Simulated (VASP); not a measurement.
Input of a VASP 6.6.1 run:

Contents of INCAR:

```
  PREC = Accurate
  ENCUT = 520
  EDIFF = 1E-6
  ISMEAR = 0
  SIGMA = 0.05
  LREAL = Auto
  LASPH = True
  NELM = 80
  ALGO = Normal
  ISIF = 2
  LWAVE = False
  LCHARG = False
  LDIPOL = True
  IDIPOL = 3
  DIPOL = 0.5 0.5 0.465
  GGA = PE
  IVDW = 12
  NBANDS = 130
```

KPOINTS

```
regular mesh
0
Gamma
  3 3 1
```

The input POSCAR:

```
Ga3HN3
1.0
    6.3931260411      0.0000000000      0.0000000000
    0.0000000000      5.2085710300      0.0000000000
    0.0000000000      0.0000000000     25.9231762414
Ga N H
12 12 4
Direct
    0.5000000000      0.0008110332      0.3650709439
    0.0000000000      0.0008110332      0.3650709439
    0.7500000000      0.5008110332      0.4006672092
    0.2500000000      0.5008110332      0.4006672092
    0.7495026164      0.0079884826      0.4723740109
    0.2502046253      0.0071949398      0.4720354916
    0.0014449635      0.5030093002      0.5065137924
    0.4988032935      0.5028143949      0.5065235763
   -0.0084678591      0.0057673981      0.5808006988
    0.5098208044      0.0063220733      0.5816599677
    0.2529217581      0.5126457095      0.6142693162
    0.7511689491      0.4796166155      0.6046149902
    0.5000000000      0.6241889668      0.3650709439
    0.0000000000      0.6241889668      0.3650709439
    0.7500000000      0.1241889668      0.4006672092
    0.2500000000      0.1241889668      0.4006672092
    0.7500690526      0.6285414476      0.4712542959
    0.2501440228      0.6288084505      0.4710843791
    0.0019143377      0.1275625020      0.5081076841
    0.4976553934      0.1273262276      0.5086233597
    0.0017944038      0.6316462291      0.5783889198
    0.5009899048      0.6326466358      0.5781057820
    0.2483539029      0.1343169946      0.6140055855
    0.7514982803      0.1322320973      0.6144673875
    0.5003033281      0.0967116055      0.3072582329
   -0.0004052762      0.0968881177      0.3072746449
    0.5000277857      0.5570066858      0.3279412187
    0.0000135183      0.5569418254      0.3279482395
```

Potentials or basis: VASP PAW PBE potentials, release 64 (Ga_d, N, H).

Run with:

```console
$ cat potpaw_PBE.64/Ga_d/POTCAR potpaw_PBE.64/N/POTCAR potpaw_PBE.64/H/POTCAR > POTCAR
$ mpirun -np 1 vasp_std > vasp.out
```

Predict the band gap on the k mesh.

1.10 eV (least direct gap 1.18 eV).

Estimate the dispersion energy per atom.

-0.171 eV.

What does it give for the largest force?

2.604 eV/Å.

Forces on the atoms (eV/Å):
```
Ga   0.005  0.622 -0.950
Ga  -0.005  0.618 -0.939
Ga   0.002 -0.554 -0.223
Ga   0.001 -0.550 -0.247
Ga  -0.007  0.186  0.025
Ga   0.008  0.116  0.173
Ga   0.155 -0.332 -0.170
Ga  -0.142 -0.350 -0.213
Ga   1.221  0.899  0.604
Ga  -1.341  0.949  0.503
Ga  -0.185 -2.279 -1.246
Ga   0.046 -0.386 -0.127
N    0.001 -0.037  0.554
N    0.000 -0.036  0.555
N   -0.013 -0.057  0.557
N    0.010 -0.044  0.492
N   -0.003  0.029  0.194
N    0.003  0.019  0.066
N   -0.298 -0.037 -0.343
N    0.321 -0.028 -0.398
N    0.015  0.360  0.591
N    0.026  0.315  0.695
N    0.243  0.606 -0.325
N   -0.062  0.007  0.149
H   -0.003 -0.010  0.014
H    0.003 -0.010  0.015
H    0.003 -0.008 -0.002
H   -0.004 -0.008 -0.005
```
